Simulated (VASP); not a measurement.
# MnO2 (P4_2/mnm) in VASP: a series of runs

MnO2 is run at these levels: PBE+U; tasks: single point.

Everything below comes from runs of VASP 6.6.1. Logs are shortened: lines on timing, memory, paths and dates and some standing lists are left out, and cuts for length are marked.

### Step 1. The cell of the first run

Symmetry: P4_2/mnm, No. 136, tetragonal system. The conventional cell has a = 4.500 Å, b = 4.500 Å, c = 2.972 Å, α = 90.00°, β = 90.00°, γ = 90.00°. Within 2.6 Å of Mn (site symmetry mmm) lie 6 O at 1.93 to 1.95 Å. Within 2.6 Å of O (site symmetry m2m) lie 3 Mn at 1.93 to 1.95 Å and 1 O at 2.46 Å.

### Step 2. Single point, PBE+U, collinear spin, ferromagnetic start (10.03 Å³/atom)

Input file INCAR:

```
  PREC = Accurate
  ENCUT = 520
  EDIFF = 1E-6
  ISMEAR = 0
  SIGMA = 0.1
  LREAL = F
  LASPH = T
  NELM = 150
  ALGO = Normal
  ISIF = 2
  LWAVE = F
  LCHARG = F
  ISPIN = 2
  MAGMOM = 3.05 3.05 0 0 0 0
  LORBIT = 11
  LMAXMIX = 4
  LDAU = T
  LDAUTYPE = 2
  LDAUL = 2 -1
  LDAUU = 3.9 0
  LDAUJ = 0 0
  LDAUPRINT = 1
  GGA = PE
  NBANDS = 38
```

Input file KPOINTS:

```
regular mesh
0
Gamma
  8 8 12
```

Input file POSCAR:

```
MnO2
1.0
    4.5004982549      0.0000000000      0.0000000000
    0.0000000000      4.5004982549      0.0000000000
    0.0000000000      0.0000000000      2.9715879799
Mn O
2 4
Direct
    0.0000000000      0.0000000000      0.0000000000
    0.5000000000      0.5000000000      0.5000000000
    0.3065179783      0.3065179783      0.0000000000
    0.1934820217      0.8065179783      0.5000000000
    0.6934820217      0.6934820217      0.0000000000
    0.8065179783      0.1934820217      0.5000000000
```

Potentials or basis: VASP PAW PBE potentials, release 64 (Mn_pv, O).

Started as:

```bash
$ cat potpaw_PBE.64/Mn_pv/POTCAR potpaw_PBE.64/O/POTCAR > POTCAR
$ mpirun -np 1 vasp_std > vasp.out
```

OUTCAR:

```text
PREC = Accurate
   ENCUT = 520
   EDIFF = 1E-6
   ISMEAR = 0
   LREAL = F
   LASPH = T
   NELM = 150
   ISIF = 2
   ISPIN = 2
   LORBIT = 11
   GGA = PE

 ion  position               nearest neighbor table
   1  0.000  0.000  0.000-   4 1.93   6 1.93   4 1.93   6 1.93   5 1.95   3 1.95
   2  0.500  0.500  0.500-   3 1.93   5 1.93   3 1.93   5 1.93   4 1.95   6 1.95
   3  0.307  0.307  0.000-   2 1.93   2 1.93   1 1.95
   4  0.193  0.807  0.500-   1 1.93   1 1.93   2 1.95
   5  0.693  0.693  0.000-   2 1.93   2 1.93   1 1.95
   6  0.807  0.193  0.500-   1 1.93   1 1.93   2 1.95

  LATTYP: Found a simple tetragonal cell.
 ALAT       =     4.5004982549
 C/A-ratio  =     0.6602797761

  Lattice vectors:

 A1 = (   4.5004982549,   0.0000000000,   0.0000000000)
 A2 = (   0.0000000000,   4.5004982549,   0.0000000000)
 A3 = (   0.0000000000,   0.0000000000,   2.9715879799)

Analysis of symmetry for initial positions (statically):
=====================================================================
 Subroutine PRICEL returns:
 Original cell was already a primitive cell.

 Routine SETGRP: Setting up the symmetry group for a
 simple tetragonal supercell.

 Subroutine GETGRP returns: Found 16 space group operations
 (whereof  8 operations were pure point group operations)
 out of a pool of 16 trial point group operations.

The static configuration has the point symmetry D_2h.
 The point group associated with its full space group is D_4h.

Analysis of symmetry for dynamics (positions and initial velocities):
=====================================================================
 Subroutine PRICEL returns:
 Original cell was already a primitive cell.

 Routine SETGRP: Setting up the symmetry group for a
 simple tetragonal supercell.

 Subroutine GETGRP returns: Found 16 space group operations
 (whereof  8 operations were pure point group operations)
 out of a pool of 16 trial point group operations.

The dynamic configuration has the point symmetry D_2h.
 The point group associated with its full space group is D_4h.

Analysis of structural, dynamic, and magnetic symmetry:
=====================================================================
 Subroutine PRICEL returns:
 Original cell was already a primitive cell.
[... 221 lines left out ...]
  o =  0.5485  v = -0.8478  0.0000 -0.5303  0.0000 -0.0000  0.0000  0.0000  0.0000  0.0000  0.0000      0.0000  0.0000  0.0000  0.0000  0.0000  0.0000  0.0000  0.0000  0.0000  0.0000
  o =  0.9516  v = -0.5303  0.0000  0.8478  0.0000  0.0000  0.0000  0.0000  0.0000  0.0000  0.0000      0.0000  0.0000  0.0000  0.0000  0.0000  0.0000  0.0000  0.0000  0.0000  0.0000
  o =  0.9622  v =  0.0000  0.7071  0.0000 -0.7071 -0.0000  0.0000  0.0000  0.0000  0.0000  0.0000      0.0000  0.0000  0.0000  0.0000  0.0000  0.0000  0.0000  0.0000  0.0000  0.0000
  o =  0.9680  v =  0.0000 -0.0000  0.0000  0.0000 -1.0000  0.0000  0.0000  0.0000  0.0000  0.0000      0.0000  0.0000  0.0000  0.0000  0.0000  0.0000  0.0000  0.0000  0.0000  0.0000

 number of electron      50.0000010 magnetization       6.0900385

 Free energy of the ion-electron system (eV)
  ---------------------------------------------------
  ext. energy  EPLUGINS =         0.00000000
  ---------------------------------------------------
  free energy    TOTEN  =       -42.35916787 eV

  energy without entropy =      -42.35255896  energy(sigma->0) =      -42.35586341

 E-fermi :   4.0103     XC(G=0): -11.5610

 val. band max:        4.0070346718   @ k =   0.1250   0.1250   0.0833
 cond. band min:       4.0130145872   @ k =   0.3750   0.0000   0.5000
 fundamental gap:      0.0059799154
 Fermi energy:         4.0102597070

 spin component 1

 k-point     1 :       0.0000    0.0000    0.0000
  band No.  band energies     occupation
      1     -46.7201      1.00000
      2     -46.7149      1.00000
      3     -46.6921      1.00000
      4     -46.6921      1.00000
      5     -46.6483      1.00000
      6     -46.6483      1.00000
[... 1913 lines left out ...]
     36      17.2415      0.00000
     37      19.9616      0.00000

 [... further k-points ...]

 [bands above 37 left out]

------------------------ aborting loop because EDIFF is reached ----------------------------------------

  FORCE on cell =-STRESS in cart. coord.  units (eV):
  Direction    XX          YY          ZZ          XY          YZ          ZX
  --------------------------------------------------------------------------------------
  -------------------------------------------------------------------------------------
  Total       -1.4672888     -1.4672888     -1.7649064      0.0000000      0.0000000      0.0000000
  in kB      -39.0585757    -39.0585757    -46.9810241      0.0000000      0.0000000      0.0000000
  external PRESSURE =     -41.6993918 kB  Pullay stress =       0.0000000 kB

 VOLUME and BASIS-vectors are now :
 -----------------------------------------------------------------------------
  energy-cutoff  :      520.00
  volume of cell :       60.19
      direct lattice vectors                 reciprocal lattice vectors
     4.500498255  0.000000000  0.000000000     0.222197620  0.000000000  0.000000000
     0.000000000  4.500498255  0.000000000     0.000000000  0.222197620  0.000000000
     0.000000000  0.000000000  2.971587980     0.000000000  0.000000000  0.336520408

 POSITION                                       TOTAL-FORCE (eV/Angst)
 -----------------------------------------------------------------------------------
      0.00000      0.00000      0.00000         0.000000      0.000000     -0.000000
      2.25025      2.25025      1.48579         0.000000      0.000000     -0.000000
      1.37948      1.37948      0.00000        -0.009202     -0.009202      0.000000
      0.87077      3.62973      1.48579         0.009202     -0.009202     -0.000000
      3.12101      3.12101      0.00000         0.009202      0.009202     -0.000000
      3.62973      0.87077      1.48579        -0.009202      0.009202     -0.000000
 -----------------------------------------------------------------------------------
    total drift:                                0.000000      0.000000      0.000000

  FREE ENERGIE OF THE ION-ELECTRON SYSTEM (eV)
  ---------------------------------------------------
  free  energy   TOTEN  =       -42.3591678709 eV

  energy  without entropy=      -42.3525589591  energy(sigma->0) =      -42.35586341

 total charge

# of ion       s       p       d       tot
------------------------------------------
    1        0.327   6.406   4.763  11.496
    2        0.327   6.406   4.763  11.496
    3        1.568   3.435   0.000   5.003
    4        1.568   3.435   0.000   5.003
    5        1.568   3.435   0.000   5.003
    6        1.568   3.435   0.000   5.003
--------------------------------------------------
tot          6.927  26.551   9.525  43.004

 magnetization (x)

# of ion       s       p       d       tot
------------------------------------------
    1        0.021   0.029   3.156   3.206
    2        0.021   0.029   3.156   3.206
    3       -0.002  -0.102   0.000  -0.104
    4       -0.002  -0.102   0.000  -0.104
    5       -0.002  -0.102   0.000  -0.104
    6       -0.002  -0.102   0.000  -0.104
--------------------------------------------------
tot          0.037  -0.351   6.313   5.998
```

stdout:

```text
POSCAR found type information on POSCAR MnO
 POSCAR found :  2 types and       6 ions
 scaLAPACK will be used
 LDA part: xc-table for (Slater+PW92), standard interpolation
 POSCAR, INCAR and KPOINTS ok, starting setup
 FFT: planning ... GRIDC
 FFT: planning ... GRID_SOFT
 FFT: planning ... GRID
 WAVECAR not read
 entering main loop
```

Wall time 6.2 min (1 thread of Intel Xeon Platinum 8488C (Sapphire Rapids), shared host); peak memory 0.43 GiB.

Results:

```
Free energy                                           : -42.3592 eV
Pressure                                              : -4.2 GPa
Largest force                                         : 0.013 eV/Å
Net moment                                            : 6.09 μB per cell
Site moments                                          : Mn +3.21; O -0.10 μB
Valence electrons inside the program's atomic spheres : Mn 11.50; O 5.00
```

Forces in eV/Å, atoms in the order of the input:
```
Mn   0.000  0.000  0.000
Mn   0.000  0.000  0.000
O   -0.009 -0.009  0.000
O    0.009 -0.009  0.000
O    0.009  0.009  0.000
O   -0.009  0.009  0.000
```

Eigenvalues of the final occupation matrices:
```tsv
site	spin	trace	eigenvalues
site 1 d	1	3.98	0.55 0.55 0.95 0.96 0.97
site 1 d	2	0.82	0.06 0.09 0.10 0.27 0.30
site 2 d	1	3.98	0.55 0.55 0.95 0.96 0.97
site 2 d	2	0.82	0.06 0.09 0.10 0.27 0.30
```

Caveat: the cell stands under tension; the run started ferromagnetic, and an antiferromagnetic order may lie lower in energy.

### Step 3. Single point, PBE+U, collinear spin, ferromagnetic start

This run uses another cell than the first one, of 9.74 Å³/atom.

Input file INCAR:

```
PREC     = Accurate       # precision mode
ENCUT    = 600            # plane-wave cutoff, eV
EDIFF    = 1E-6           # SCF threshold, eV
ISMEAR   = 0              # smearing method
SIGMA    = 0.1            # smearing width, eV
LREAL    = F              # projectors in reciprocal space
LASPH    = T              # aspherical terms in the spheres
NELM     = 200            # most SCF steps
ALGO     = Normal         # electronic algorithm
ISIF     = 2              # what is computed and relaxed
LWAVE    = F              # write WAVECAR
LCHARG   = F              # write CHGCAR
ISPIN    = 2              # spin polarisation
MAGMOM   = 2.91 2.91 0 0 0 0 # initial moments
LORBIT   = 11             # projections on sites
LMAXMIX  = 4              # l up to which the mixer works
LDAU     = T              # DFT+U
LDAUTYPE = 2            
LDAUL    = 2 -1           # shell
LDAUU    = 3.9 0          # U, eV
LDAUJ    = 0 0          
LDAUPRINT= 1            
GGA      = PE             # functional
NBANDS   = 40             # bands
GGA_COMPAT= F
```

Input file KPOINTS:

```
regular mesh
0
Gamma
  4 4 8
```

Input file POSCAR:

```
MnO2
1.0
    4.4572266441      0.0000000000      0.0000000000
    0.0000000000      4.4572266441      0.0000000000
    0.0000000000      0.0000000000      2.9428206314
Mn O
2 4
Direct
    0.0000000000      0.0000000000      0.0000000000
    0.5000000000      0.5000000000      0.5000000000
    0.3060781166      0.3060781166      0.0000000000
    0.1939218834      0.8060781166      0.5000000000
    0.6939218834      0.6939218834      0.0000000000
    0.8060781166      0.1939218834      0.5000000000
```

Potentials or basis: VASP PAW PBE potentials, release 64 (Mn_sv, O).

Started as:

```bash
$ cat potpaw_PBE.64/Mn_sv/POTCAR potpaw_PBE.64/O/POTCAR > POTCAR
$ mpirun -np 1 vasp_std > vasp.out
```

OUTCAR:

```text
PREC = Accurate
   ENCUT = 600
   EDIFF = 1E-6
   ISMEAR = 0
   LREAL = F
   LASPH = T
   NELM = 200
   ISIF = 2
   ISPIN = 2
   LORBIT = 11
   GGA = PE

 ion  position               nearest neighbor table
   1  0.000  0.000  0.000-   4 1.91   6 1.91   4 1.91   6 1.91   5 1.93   3 1.93
   2  0.500  0.500  0.500-   3 1.91   5 1.91   3 1.91   5 1.91   4 1.93   6 1.93
   3  0.306  0.306  0.000-   2 1.91   2 1.91   1 1.93
   4  0.194  0.806  0.500-   1 1.91   1 1.91   2 1.93
   5  0.694  0.694  0.000-   2 1.91   2 1.91   1 1.93
   6  0.806  0.194  0.500-   1 1.91   1 1.91   2 1.93

  LATTYP: Found a simple tetragonal cell.
 ALAT       =     4.4572266441
 C/A-ratio  =     0.6602358072

  Lattice vectors:

 A1 = (   4.4572266441,   0.0000000000,   0.0000000000)
 A2 = (   0.0000000000,   4.4572266441,   0.0000000000)
[... 2309 lines left out ...]
  --------------------------------------------------------------------------------------
  -------------------------------------------------------------------------------------
  Total       -1.0814446     -1.0814446     -1.8318775     -0.0000000      0.0000000      0.0000000
  in kB      -29.6361388    -29.6361388    -50.2011624     -0.0000000      0.0000000      0.0000000
  external PRESSURE =     -36.4911467 kB  Pullay stress =       0.0000000 kB

 VOLUME and BASIS-vectors are now :
 -----------------------------------------------------------------------------
  energy-cutoff  :      600.00
  volume of cell :       58.46
      direct lattice vectors                 reciprocal lattice vectors
     4.457226644  0.000000000  0.000000000     0.224354757  0.000000000  0.000000000
     0.000000000  4.457226644  0.000000000     0.000000000  0.224354757  0.000000000
     0.000000000  0.000000000  2.942820631     0.000000000  0.000000000  0.339810041

 POSITION                                       TOTAL-FORCE (eV/Angst)
 -----------------------------------------------------------------------------------
      0.00000      0.00000      0.00000        -0.000000      0.000000      0.000000
      2.22861      2.22861      1.47141        -0.000000      0.000000      0.000000
      1.36426      1.36426      0.00000         0.017977      0.017977     -0.000000
      0.86435      3.59287      1.47141        -0.017977      0.017977      0.000000
      3.09297      3.09297      0.00000        -0.017977     -0.017977      0.000000
      3.59287      0.86435      1.47141         0.017977     -0.017977      0.000000
 -----------------------------------------------------------------------------------
    total drift:                                0.000000      0.000000      0.000000

  FREE ENERGIE OF THE ION-ELECTRON SYSTEM (eV)
  ---------------------------------------------------
  free  energy   TOTEN  =       -42.7892117968 eV

  energy  without entropy=      -42.7871685617  energy(sigma->0) =      -42.78819018

 total charge

# of ion       s       p       d       tot
------------------------------------------
    1        2.194   6.101   4.346  12.641
    2        2.194   6.101   4.346  12.641
    3        1.563   3.465   0.000   5.027
    4        1.563   3.465   0.000   5.027
    5        1.563   3.465   0.000   5.027
    6        1.563   3.465   0.000   5.027
--------------------------------------------------
tot         10.638  26.061   8.691  45.390

 magnetization (x)

# of ion       s       p       d       tot
------------------------------------------
    1        0.017   0.015   2.951   2.982
    2        0.017   0.015   2.951   2.982
    3       -0.002  -0.040   0.000  -0.042
    4       -0.002  -0.040   0.000  -0.042
    5       -0.002  -0.040   0.000  -0.042
    6       -0.002  -0.040   0.000  -0.042
--------------------------------------------------
tot          0.027  -0.132   5.902   5.796
```

stdout:

```text
POSCAR found type information on POSCAR MnO
 POSCAR found :  2 types and       6 ions
 scaLAPACK will be used
 LDA part: xc-table for (Slater+PW92), standard interpolation
 POSCAR, INCAR and KPOINTS ok, starting setup
 FFT: planning ... GRIDC
 FFT: planning ... GRID_SOFT
 FFT: planning ... GRID
 WAVECAR not read
 entering main loop
```

It took 3.1 min on 1 thread of Intel Xeon Platinum 8259CL at 2.50GHz (Skylake/Cascade Lake), shared host; peak memory 0.27 GiB.

Results:

```yaml
Free_energy: -42.7892 eV
Pressure: -3.6 GPa
Largest_force: 0.025 eV/Å
Net_moment: 6.04 μB per cell
Site_moments: Mn +2.98; O -0.04 μB
Valence_electrons_inside_the_program's_atomic_spheres: Mn 12.64; O 5.03
```

Forces in eV/Å, atoms in the order of the input:
```
Mn   0.000  0.000  0.000
Mn   0.000  0.000  0.000
O    0.018  0.018  0.000
O   -0.018  0.018  0.000
O   -0.018 -0.018  0.000
O    0.018 -0.018  0.000
```

Eigenvalues of the final occupation matrices:
```
    site  spin  trace               eigenvalues
site 1 d     1   3.66  0.43 0.45 0.92 0.93 0.94
site 1 d     2   0.71  0.05 0.08 0.09 0.23 0.25
site 2 d     1   3.66  0.43 0.45 0.92 0.93 0.94
site 2 d     2   0.71  0.05 0.08 0.09 0.23 0.25
```

Caveat: the cell stands under tension; the run started ferromagnetic, and an antiferromagnetic order may lie lower in energy.
